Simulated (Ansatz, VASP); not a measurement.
Tl: VASP beside Ansatz

```
Tl
1.0
    -1.92849    1.92849    1.92849
     1.92849   -1.92849    1.92849
     1.92849    1.92849   -1.92849
Tl
1
Cartesian
  0.0000 0.0000 0.0000
```

Alike in both runs: functional PBEsol; k mesh 8 × 8 × 8; occupations gaussian, width 0.1 eV; no spin polarisation.

Ansatz relaxed the structure, and its values are those at the end. VASP's run is a single point on that final structure, the one shown.

```csv
,VASP,Ansatz
version,VASP 6.6.1,Ansatz 0.2.0
potentials or method,"VASP PAW PBE potentials, release 64 (Tl_d), cutoff 520 eV","scalar-relativistic, plane waves, PAW"
valence electrons in the cell,13,13
```

```csv
,VASP,Ansatz,Ansatz less VASP
gap on the k mesh at the Fermi level (eV),none,none,-
pressure (GPa),0.1,0.2,+0.07
```

VASP's potentials were made for PBE, not for PBEsol. A gap of «none» marks a metal or a gap that the smearing closes. The functional is the same, so the differences come from potentials, cutoffs and numerics.

Spin-orbit coupling is off throughout.
